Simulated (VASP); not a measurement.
Write the native input for VASP 6.6.1 that does the following.

| Property | Result |
| --- | --- |
| Task | single point |
| Functional | BLYP |
| Potentials or basis | VASP PAW PBE potentials, release 64 (Co_sv, O) |
| Cutoff | 700 eV |
| k mesh | 10 × 10 × 10 |
| Occupations | gaussian, width 0.05 eV |
| Spin | collinear spin, ferromagnetic start |
| Starting moments | [2.88, 0.26] μB |
| Hubbard terms | Co d U = 3.3 eV |
| Dipole correction | no |
| Further INCAR settings | ALGO = Normal; EDIFF = 1e-06; NBANDS = 22 |

The structure of CoO lies in POSCAR:

```
CoO
1.0
    0.0000000000      2.1913515351      2.1913515351
    2.1913515351      0.0000000000      2.1913515351
    2.1913515351      2.1913515351      0.0000000000
Co O
1 1
Direct
    0.0000000000      0.0000000000      0.0000000000
    0.5000000000      0.5000000000      0.5000000000
```

One way to write it, as run:

INCAR

```
SYSTEM = CoO
  PREC = Accurate
  ENCUT = 700
  EDIFF = 1E-6
  ISMEAR = 0
  SIGMA = 0.05
  LREAL = .False.
  LASPH = .True.
  NELM = 200
  ALGO = Normal
  ISIF = 2
  LWAVE = .False.
  LCHARG = .False.
  ISPIN = 2
  MAGMOM = 2.88 0.26
  LORBIT = 11
  LMAXMIX = 4
  LDAU = .True.
  LDAUTYPE = 2
  LDAUL = 2 -1
  LDAUU = 3.3 0
  LDAUJ = 0 0
  LDAUPRINT = 1
  GGA = B5
  ALDAX = 1.0
  AGGAX = 1.0
  AGGAC = 1.0
  ALDAC = 0.0
  NBANDS = 22
  GGA_COMPAT = .False.
```

KPOINTS

```
regular mesh
0
Gamma
  10 10 10
  0 0 0
```

Potentials or basis: VASP PAW PBE potentials, release 64 (Co_sv, O).

Command:

```console
$ cat potpaw_PBE.64/Co_sv/POTCAR potpaw_PBE.64/O/POTCAR > POTCAR
$ mpirun -np 1 vasp_std > vasp.out
```

It gave:

```
Pressure                                              : -7.4 GPa
Band gap on the k mesh                                : zero (filled and empty bands overlap)
Net moment                                            : 3.00 μB per cell
Site moments                                          : Co +2.67; O +0.26 μB
Valence electrons inside the program's atomic spheres : Co 14.87; O 4.97
```

Caveat: the cell stands under tension; the PAW data sets were made with another functional, which shifts forces and pressure a little; a cell with one magnetic atom can't hold antiferromagnetic order, which such compounds often take.

It took 2 min on 1 thread of AMD EPYC 7R13 Processor (Zen 3), with other jobs on the host, peak memory 0.17 GiB.
